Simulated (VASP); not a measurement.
# PbO (P4/nmm) in VASP: a series of runs, part 2 of 2

VASP 6.6.1.

### 3 Single point, r2SCAN, non-collinear spin, zero start, spin-orbit coupling

File POSCAR:

```
PbO
1.0
    3.9900000000      0.0000000000      0.0000000000
    0.0000000000      3.9900000000      0.0000000000
    0.0000000000      0.0000000000      5.0100000000
Pb O
2 2
Direct
    0.5000000000      0.0000000000      0.7600000000
    0.0000000000      0.5000000000      0.2400000000
    0.5000000000      0.5000000000      0.0000000000
    0.0000000000      0.0000000000      0.0000000000
```

File INCAR.step1:

```
SYSTEM = PbO
ALGO     = Normal         ! electronic algorithm
EDIFF    = 1E-5           ! SCF threshold, eV
ENCUT    = 660            ! plane-wave cutoff, eV
GGA      = PE             ! functional
GGA_COMPAT= .False.      
ISMEAR   = -1             ! smearing method
KPAR     = 4            
LASPH    = .True.         ! aspherical terms in the spheres
LCHARG   = .False.        ! write CHGCAR
LNONCOLLINEAR= .True.         ! non-collinear magnetism
LREAL    = .False.        ! projectors in reciprocal space
LSORBIT  = .True.         ! spin-orbit coupling
LWAVE    = .True.         ! write WAVECAR
MAGMOM   = 0 0 0 0 0 0 0 0 0 0 0 0 ! initial moments
NBANDS   = 54             ! bands
NELM     = 200            ! most SCF steps
PREC     = Accurate       ! precision mode
SIGMA    = 0.05           ! smearing width, eV
```

File INCAR.step2:

```
SYSTEM = PbO
ALGO     = Normal         ! electronic algorithm
EDIFF    = 1E-6           ! SCF threshold, eV
ENCUT    = 660            ! plane-wave cutoff, eV
GGA_COMPAT= .False.      
ISIF     = 2              ! what is computed and relaxed
ISMEAR   = -1             ! smearing method
ISTART   = 1            
KPAR     = 4            
LASPH    = .True.         ! aspherical terms in the spheres
LCHARG   = .False.        ! write CHGCAR
LMIXTAU  = .True.       
LNONCOLLINEAR= .True.         ! non-collinear magnetism
LORBIT   = 11             ! projections on sites
LORBMOM  = .True.       
LREAL    = .False.        ! projectors in reciprocal space
LSORBIT  = .True.         ! spin-orbit coupling
LWAVE    = .False.        ! write WAVECAR
MAGMOM   = 0 0 0 0 0 0 0 0 0 0 0 0 ! initial moments
METAGGA  = R2SCAN         ! meta-GGA
NBANDS   = 54             ! bands
NELM     = 200            ! most SCF steps
PREC     = Accurate       ! precision mode
SIGMA    = 0.05           ! smearing width, eV
```

File KPOINTS:

```
k-points
0
Gamma
  7 7 6
  0 0 0
```

Potentials or basis: VASP PAW PBE potentials, release 64 (Pb_d, O).

Run with:

```sh
> cat potpaw_PBE.64/Pb_d/POTCAR potpaw_PBE.64/O/POTCAR > POTCAR
> cp INCAR.step1 INCAR
> mpirun -np 4 vasp_ncl > vasp.out
> cp INCAR.step2 INCAR
> mpirun -np 4 vasp_ncl > vasp.out
```

OUTCAR:

```text
SYSTEM = PbO
   EDIFF = 1E-6
   ENCUT = 660
   ISIF = 2
   ISMEAR = -1
   ISTART = 1
   LASPH = .True.
   LNONCOLLINEAR = .True.
   LORBIT = 11
   LREAL = .False.
   LSORBIT = .True.
   METAGGA = R2SCAN
   NELM = 200
   PREC = Accurate

 ion  position               nearest neighbor table
   1  0.500  0.000  0.760-   3 2.33   4 2.33   3 2.33   4 2.33   2 3.71   2 3.71   2 3.71   2 3.71
                             2 3.84   2 3.84   2 3.84   2 3.84
   2  0.000  0.500  0.240-   3 2.33   4 2.33   4 2.33   3 2.33   1 3.71   1 3.71   1 3.71   1 3.71
                             1 3.84   1 3.84   1 3.84   1 3.84
   3  0.500  0.500  0.000-   1 2.33   2 2.33   1 2.33   2 2.33
   4  0.000  0.000  0.000-   1 2.33   2 2.33   2 2.33   1 2.33

  LATTYP: Found a simple tetragonal cell.
 ALAT       =     3.9900000000
 C/A-ratio  =     1.2556390977

  Lattice vectors:

 A1 = (   3.9900000000,   0.0000000000,   0.0000000000)
[... 1681 lines left out ...]
     0.0000000     0.0000000     0.0000000     0.0000000     0.0000000     0.0000000     0.0000000

 total charge

# of ion       s       p       d       tot
------------------------------------------
    1        1.357   0.623   9.871  11.852
    2        1.357   0.623   9.871  11.852
    3        1.578   3.412   0.000   4.990
    4        1.578   3.412   0.000   4.990
--------------------------------------------------
tot          5.870   8.071  19.742  33.682

 magnetization (x)

# of ion       s       p       d       tot
------------------------------------------
    1        0.000   0.000   0.000   0.000
    2        0.000   0.000   0.000   0.000
    3        0.000   0.000   0.000   0.000
    4        0.000   0.000   0.000   0.000
--------------------------------------------------
tot          0.000   0.000   0.000   0.000

 magnetization (y)

# of ion       s       p       d       tot
------------------------------------------
    1        0.000   0.000   0.000   0.000
    2        0.000   0.000   0.000   0.000
    3       -0.000  -0.000   0.000  -0.000
    4       -0.000   0.000   0.000  -0.000
--------------------------------------------------
tot         -0.000  -0.000   0.000  -0.000

 magnetization (z)

# of ion       s       p       d       tot
------------------------------------------
    1        0.000   0.000   0.000   0.000
    2        0.000   0.000   0.000   0.000
    3        0.000   0.000   0.000   0.000
    4        0.000   0.000   0.000   0.000
--------------------------------------------------
tot          0.000   0.000   0.000   0.000
```

OSZICAR.step1:

```text
N       E                     dE             d eps       ncg     rms          rms(c)
DAV:   1     0.590514392992E+03    0.59051E+03   -0.21300E+04  4320   0.208E+03
DAV:   2     0.831608648389E+02   -0.50735E+03   -0.47755E+03  4424   0.566E+02
DAV:   3    -0.179121343566E+02   -0.10107E+03   -0.94588E+02  5158   0.255E+02
DAV:   4    -0.264562120342E+02   -0.85441E+01   -0.83958E+01  5702   0.737E+01
DAV:   5    -0.266682523741E+02   -0.21204E+00   -0.21158E+00  5568   0.135E+01    0.122E+01
DAV:   6    -0.223362205340E+02    0.43320E+01   -0.14004E+01  6496   0.414E+01    0.532E+00
DAV:   7    -0.222205686244E+02    0.11565E+00   -0.25921E+00  5776   0.147E+01    0.254E+00
DAV:   8    -0.222046795280E+02    0.15889E-01   -0.49427E-01  5730   0.481E+00    0.732E-01
DAV:   9    -0.221965003877E+02    0.81791E-02   -0.27388E-02  6190   0.257E+00    0.218E-01
DAV:  10    -0.221978947545E+02   -0.13944E-02   -0.95689E-03  5764   0.916E-01    0.136E-01
DAV:  11    -0.221984837134E+02   -0.58896E-03   -0.94827E-04  6570   0.276E-01    0.664E-02
DAV:  12    -0.221984459453E+02    0.37768E-04   -0.54740E-04  6274   0.346E-01    0.453E-02
DAV:  13    -0.221984211446E+02    0.24801E-04   -0.10487E-04  5944   0.130E-01    0.178E-02
DAV:  14    -0.221984208973E+02    0.24727E-06   -0.27534E-05  5002   0.400E-02
   1 F= -.22198421E+02 E0= -.22198421E+02  d E =-.565922E-07  mag=    -0.0000    -0.0000    -0.0000
```

Run time: 7.9 min. Hardware: 4 MPI ranks of AMD EPYC 9R45 (Zen 5), shared host; peak memory 0.76 GiB.

What came out:

```
Free energy                                           : -130.2255 eV
Pressure                                              : 0.0 GPa
Largest force                                         : 0.272 eV/Å
Net moment                                            : 0.00 μB per cell
Valence electrons inside the program's atomic spheres : Pb 11.85; O 4.99
```

Forces on the atoms (eV/Å):
```
Pb   0.000  0.000  0.272
Pb   0.000  0.000 -0.272
O    0.000  0.000  0.000
O    0.000  0.000  0.000
```

Moments on the atoms (μB; x, y, z):
```
Pb  0.00 0.00 0.00
Pb  0.00 0.00 0.00
O   0.00 0.00 0.00
O   0.00 0.00 0.00
```

Caveat: the PAW data sets were made with another functional, which shifts forces and pressure a little.
